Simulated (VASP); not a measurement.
# Mo (Im-3m) in VASP: elastic constants with LDA

Aim: the elastic constants of Mo with LDA.

Program: VASP 6.6.1. These are calculated values, not measurements. Logs are shortened: lines on timing, memory, paths and dates and some standing lists are left out, and cuts for length are marked.

### 1 The cell of the first run

It takes space group Im-3m (No. 229, cubic). The conventional cell has a = 3.112 Å, b = 3.112 Å, c = 3.112 Å, α = 90.00°, β = 90.00°, γ = 90.00°. Mo (site symmetry m-3m) has 14 Mo at 2.69 to 3.11 Å within 3.6 Å.

### 2 Elastic constants, LDA

The input, INCAR:

```
SYSTEM = Mo
ALGO     = Fast           ! electronic algorithm
EDIFF    = 1E-8           ! SCF threshold, eV
ENCUT    = 600            ! plane-wave cutoff, eV
IBRION   = 6              ! ionic algorithm
ISIF     = 3              ! what is computed and relaxed
ISMEAR   = 0              ! smearing method
LASPH    = .True.         ! aspherical terms in the spheres
LCHARG   = .False.        ! write CHGCAR
LREAL    = .False.        ! projectors in reciprocal space
LWAVE    = .False.        ! write WAVECAR
NBANDS   = 13             ! bands
NELM     = 100            ! most SCF steps
NFREE    = 2            
NSW      = 1              ! ionic steps
POTIM    = 0.015          ! step
PREC     = Accurate       ! precision mode
SIGMA    = 0.3            ! smearing width, eV
```

The input, KPOINTS:

```
k-points
0
Gamma
  24 24 24
  0 0 0
```

The input, POSCAR:

```
Mo
1.0
   -1.5558729969      1.5558729969      1.5558729969
    1.5558729969     -1.5558729969      1.5558729969
    1.5558729969      1.5558729969     -1.5558729969
Mo
1
Direct
    0.0000000000      0.0000000000      0.0000000000
```

Potentials or basis: VASP PAW LDA potentials, release 64 (Mo_sv).

The run is started by

```console
$ cat potpaw_LDA.64/Mo_sv/POTCAR > POTCAR
$ mpirun -np 1 vasp_std > vasp.out
```

OUTCAR:

```text
SYSTEM = Mo
   EDIFF = 1E-8
   ENCUT = 600
   IBRION = 6
   ISIF = 3
   ISMEAR = 0
   LASPH = .True.
   LREAL = .False.
   NELM = 100
   NFREE = 2
   NSW = 1
   POTIM = 0.015
   PREC = Accurate

 ion  position               nearest neighbor table
   1  0.000  0.000  0.000-

  LATTYP: Found a body centered cubic cell.
 ALAT       =     3.1117459938

  Lattice vectors:

 A1 = (  -1.5558729969,   1.5558729969,   1.5558729969)
 A2 = (   1.5558729969,  -1.5558729969,   1.5558729969)
 A3 = (   1.5558729969,   1.5558729969,  -1.5558729969)

Analysis of symmetry for initial positions (statically):
=====================================================================
 Subroutine PRICEL returns:
 Original cell was already a primitive cell.

 Routine SETGRP: Setting up the symmetry group for a
 body centered cubic supercell.

 Subroutine GETGRP returns: Found 48 space group operations
 (whereof 48 operations were pure point group operations)
 out of a pool of 48 trial point group operations.

The static configuration has the point symmetry O_h .

Analysis of symmetry for dynamics (positions and initial velocities):
=====================================================================
 Subroutine PRICEL returns:
 Original cell was already a primitive cell.

 Routine SETGRP: Setting up the symmetry group for a
 body centered cubic supercell.

 Subroutine GETGRP returns: Found 48 space group operations
 (whereof 48 operations were pure point group operations)
 out of a pool of 48 trial point group operations.

The dynamic configuration has the point symmetry O_h .

 Subroutine INISYM returns: Found 48 space group operations
 (whereof 48 operations are pure point group operations),
 and found     1 'primitive' translations

----------------------------------------------------------------------------------------

                                     Primitive cell

  volume of cell :      15.0655

  direct lattice vectors                    reciprocal lattice vectors
    -1.555872997  1.555872997  1.555872997     0.000000000  0.321362991  0.321362991
     1.555872997 -1.555872997  1.555872997     0.321362991  0.000000000  0.321362991
     1.555872997  1.555872997 -1.555872997     0.321362991  0.321362991  0.000000000

  length of vectors
     2.694851081  2.694851081  2.694851081     0.454475900  0.454475900  0.454475900

  position of ions in fractional coordinates (direct lattice)
     0.000000000  0.000000000  0.000000000

  ion indices of the primitive-cell ions
   primitive index   ion index
                 1           1

----------------------------------------------------------------------------------------

 KPOINTS: k-points

Automatic generation of k-mesh.
 Grid dimensions read from file:
 generate k-points for:   24   24   24

 Generating k-lattice:

  Cartesian coordinates                     Fractional coordinates (reciprocal lattice)
     0.000000000  0.013390125  0.013390125     0.041666667  0.000000000  0.000000000
     0.013390125  0.000000000  0.013390125     0.000000000  0.041666667  0.000000000
     0.013390125  0.013390125  0.000000000     0.000000000  0.000000000  0.041666667

  Length of vectors
     0.018936496  0.018936496  0.018936496

[... 101 lines left out ...]
  ---------------------------------------------------
  free energy    TOTEN  =       -12.14444409 eV

  energy without entropy =      -12.11567815  energy(sigma->0) =      -12.13006112

------------------------ aborting loop because EDIFF is reached ----------------------------------------

  FORCE on cell =-STRESS in cart. coord.  units (eV):
  Direction    XX          YY          ZZ          XY          YZ          ZX
  --------------------------------------------------------------------------------------
  -------------------------------------------------------------------------------------
  Total        0.1111197      0.1111197      0.1111197      0.0000000     -0.0000000     -0.0000000
  in kB       11.8173294     11.8173294     11.8173294      0.0000000     -0.0000000     -0.0000000
  external PRESSURE =      11.8173294 kB  Pullay stress =       0.0000000 kB
[... 86 lines left out ...]
  FREE ENERGIE OF THE ION-ELECTRON SYSTEM (eV)
  ---------------------------------------------------
  free  energy   TOTEN  =       -12.1371535042 eV

  energy  without entropy=      -12.1084990692  energy(sigma->0) =      -12.12282629

[... ionic steps 4 to 12 ...]

--------------------------------------- Ionic step       13  -------------------------------------------

 number of electron      13.9999999 magnetization

------------------------ aborting loop because EDIFF is reached ----------------------------------------
[... 65 lines left out ...]
--------------------------------------- Ionic step       15  -------------------------------------------

 number of electron      14.0000000 magnetization

 Free energy of the ion-electron system (eV)
  ---------------------------------------------------
  ext. energy  EPLUGINS =         0.00000000
  ---------------------------------------------------
  free energy    TOTEN  =       -12.14444478 eV

  energy without entropy =      -12.11567885  energy(sigma->0) =      -12.13006181

 E-fermi :  13.0863     XC(G=0): -13.8104

 val. band max:       13.0832003875   @ k =  -0.1250   0.1250   0.1250
 cond. band min:      13.0883963700   @ k =  -0.1250   0.2083   0.0417
 fundamental gap:      0.0051959826
 Fermi energy:        13.0862592410

 k-point     1 :       0.0000    0.0000    0.0000
  band No.  band energies     occupation
      1     -47.8704      2.00000
      2     -21.2198      2.00000
      3     -21.2198      2.00000
      4     -21.2198      2.00000
      5       5.7291      2.00000
      6      11.6249      2.00000
      7      11.6249      2.00000
      8      11.6249      2.00000
      9      14.7669      0.00000
     10      14.7669      0.00000
     11      27.9491      0.00000
     12      27.9491      0.00000
     13      27.9491      0.00000
[... 354 lines left out ...]
  band No.  band energies     occupation
      1     -47.5554      2.00000
      2     -22.8012      2.00000
      3     -21.7308      2.00000
      4     -21.2466      2.00000
      5       7.5744      2.00000
      6       9.5058      2.00000
      7      14.4210      0.00000
      8      14.8288      0.00000
      9      15.7320      0.00000
     10      18.2220      0.00000
     11      25.1899      0.00000
     12      25.3436      0.00000
     13      30.7620      0.00000

 [... further k-points ...]

------------------------ aborting loop because EDIFF is reached ----------------------------------------

  FORCE on cell =-STRESS in cart. coord.  units (eV):
  Direction    XX          YY          ZZ          XY          YZ          ZX
  --------------------------------------------------------------------------------------
  -------------------------------------------------------------------------------------
  Total        0.1108734      0.1108734      0.1108734     -0.0000000     -0.0000000      0.0000000
  in kB       11.7911376     11.7911376     11.7911376     -0.0000000     -0.0000000      0.0000000
  external PRESSURE =      11.7911376 kB  Pullay stress =       0.0000000 kB
[... 16 lines left out ...]
  FREE ENERGIE OF THE ION-ELECTRON SYSTEM (eV)
  ---------------------------------------------------
  free  energy   TOTEN  =       -12.1444447780 eV

  energy  without entropy=      -12.1156788477  energy(sigma->0) =      -12.13006181

 INTERNAL STRAIN TENSORS FROM STRAINED CELLS
 ============================================

 INTERNAL STRAIN TENSOR FOR ION    1 for displacements in x,y,z  (eV/Angst):
          X           Y           Z          XY          YZ          ZX
  --------------------------------------------------------------------------------
  x    -0.00000     0.00000     0.00000     0.00000     0.00000     0.00000
  y     0.00000    -0.00000    -0.00000     0.00000    -0.00000     0.00000
  z     0.00000     0.00000    -0.00000     0.00000     0.00000    -0.00000

 INTERNAL STRAIN TENSORS FROM DISPLACED ATOMS
 ============================================

 INTERNAL STRAIN TENSOR FOR ION    1 for displacements in x,y,z  (eV/Angst):
          X           Y           Z          XY          YZ          ZX
  --------------------------------------------------------------------------------
  x     0.00000     0.00000     0.00000     0.00000     0.00000     0.00000
  y     0.00000     0.00000     0.00000     0.00000     0.00000     0.00000
  z     0.00000     0.00000     0.00000     0.00000     0.00000     0.00000

 Eigenvectors and eigenvalues of the dynamical matrix
 ----------------------------------------------------

   1 f  =    0.000000 THz     0.000000 2PiTHz    0.000000 cm-1     0.000000 meV
             X         Y         Z           dx          dy          dz
      0.000000  0.000000  0.000000     0.084471   -0.996426    0.000000

   2 f  =    0.000000 THz     0.000000 2PiTHz    0.000000 cm-1     0.000000 meV
             X         Y         Z           dx          dy          dz
      0.000000  0.000000  0.000000    -0.996426   -0.084471    0.000000

   3 f  =    0.000000 THz     0.000000 2PiTHz    0.000000 cm-1     0.000000 meV
             X         Y         Z           dx          dy          dz
      0.000000  0.000000  0.000000     0.000000    0.000000    1.000000

--------------------------------------------------------------------------------------------------------

 ELASTIC MODULI CONTR FROM IONIC RELAXATION (kBar)
 Direction    XX          YY          ZZ          XY          YZ          ZX
 --------------------------------------------------------------------------------
 XX           0.0000      0.0000      0.0000      0.0000      0.0000      0.0000
 YY           0.0000      0.0000      0.0000      0.0000      0.0000      0.0000
 ZZ           0.0000      0.0000      0.0000      0.0000      0.0000      0.0000
 XY           0.0000      0.0000      0.0000      0.0000      0.0000      0.0000
 YZ           0.0000      0.0000      0.0000      0.0000      0.0000      0.0000
 ZX           0.0000      0.0000      0.0000      0.0000      0.0000      0.0000
 --------------------------------------------------------------------------------

 TOTAL ELASTIC MODULI (kBar)
 Direction    XX          YY          ZZ          XY          YZ          ZX
 --------------------------------------------------------------------------------
 XX        5138.5038   1858.2643   1858.2643     -0.0000      0.0000      0.0000
 YY        1858.2643   5138.5038   1858.2643     -0.0000     -0.0000     -0.0000
 ZZ        1858.2643   1858.2643   5138.5038     -0.0000     -0.0000      0.0000
 XY          -0.0000     -0.0000     -0.0000   1085.4338     -0.0000      0.0000
 YZ           0.0000     -0.0000     -0.0000     -0.0000   1085.4338      0.0000
 ZX           0.0000     -0.0000      0.0000      0.0000      0.0000   1085.4338
 --------------------------------------------------------------------------------
```

Wall time 26 min (1 thread of Intel Xeon 6975P-C (Granite Rapids), shared host); peak memory 1.4 GiB.

Results:

| Property | Result |
| --- | --- |
| Elastic constants C11, C12, C44 | 514, 186, 109 GPa |
| Voigt bulk modulus | 295 GPa |

Elastic tensor in Voigt notation (GPa, in the Cartesian axes of the cell as first typed):
```
514 186 186   0   0   0
186 514 186   0   0   0
186 186 514   0   0   0
  0   0   0 109   0   0
  0   0   0   0 109   0
  0   0   0   0   0 109
```

Clamped-ion elastic tensor (GPa):
```
514 186 186   0   0   0
186 514 186   0   0   0
186 186 514   0   0   0
  0   0   0 109   0   0
  0   0   0   0 109   0
  0   0   0   0   0 109
```

Caveat: the cell is under stress, which shifts elastic constants; so wide a smearing shifts energies and pressures.
